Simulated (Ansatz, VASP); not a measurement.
Two plane-wave programs on Mo

The input POSCAR:

```
Mo
1.0
    2.7765430532      0.0000000000      0.0000000000
   -1.3882715266      2.4045568187      0.0000000000
    0.0000000000      0.0000000000      2.5551807000
Mo
1
Direct
    0.0000000000      0.0000000000      0.5000000000
```

INCAR.step1

```
SYSTEM = Mo
PREC = Accurate ; ENCUT = 520
ISMEAR = 0 ; SIGMA = 0.15
LREAL = .FALSE. ; LASPH = .TRUE.
NELM = 100 ; NBANDS = 13
GGA = PE ; ALGO = Normal
EDIFF = 1E-4 ; LWAVE = .TRUE.
LCHARG = .FALSE.
```

The input INCAR.step2:

```
SYSTEM = Mo
PREC = Accurate ; ENCUT = 520
EDIFF = 1E-7 ; ISMEAR = 0
SIGMA = 0.15 ; LREAL = .FALSE.
LASPH = .TRUE. ; NELM = 100
ALGO = Normal ; ISIF = 2
LWAVE = .FALSE. ; LCHARG = .TRUE.
METAGGA = R2SCAN ; LMIXTAU = .TRUE.
LELF = .TRUE. ; LVHAR = .TRUE.
NBANDS = 13 ; ISTART = 1
```

Contents of KPOINTS:

```
Automatic mesh
0
G
  18 18 18
  0 0 0
```

Input for Ansatz:

```yaml
crystal:
  lattice:
    - [2.7765430532, 0.0, 0.0]
    - [-1.3882715266, 2.4045568187, 0.0]
    - [0.0, 0.0, 2.5551807]
  atoms:
    - { symbol: Mo, position: [0.0, 0.0, 0.5] }
basis:
  ecutwfc: 500
kpoints:
  mp_grid: { grid: [18, 18, 18] }
hamiltonian:
  xc: r2scan
scf:
  occupations: { method: gaussian, width: 0.15 }
output:
  forces: true
  stress: true
  eigenvalues: true
```

Change from the starting cell: strain +0.015 along x and y, +0.000 along z, atoms carried along.

Alike in both runs: task single point; functional r2SCAN; k mesh 18 × 18 × 18; occupations gaussian, width 0.15 eV; no spin polarisation.

|  | VASP | Ansatz |
| --- | --- | --- |
| version | VASP 6.6.1 | Ansatz 0.2.0 |
| potentials or method | VASP PAW PBE potentials, release 64 (Mo_sv), cutoff 520 eV | scalar-relativistic, plane waves, PAW |
| valence electrons in the cell | 14 | 14 |

Ansatz gave:

| Item | Value |
| --- | --- |
| gap on the k mesh at the Fermi level (eV) | none |
| pressure (GPa) | -5.8 |
| traceless stress, the component that is largest in VASP (GPa) | 0.05 |

Q: What did VASP give for the same quantities?

A: gap on the k mesh at the Fermi level (eV): none; pressure (GPa): -4.9; traceless stress, the component that is largest in VASP (GPa): 0.23.

VASP's potentials were made for PBE, not for r2SCAN. A gap of «none» marks a metal or a gap that the smearing closes.
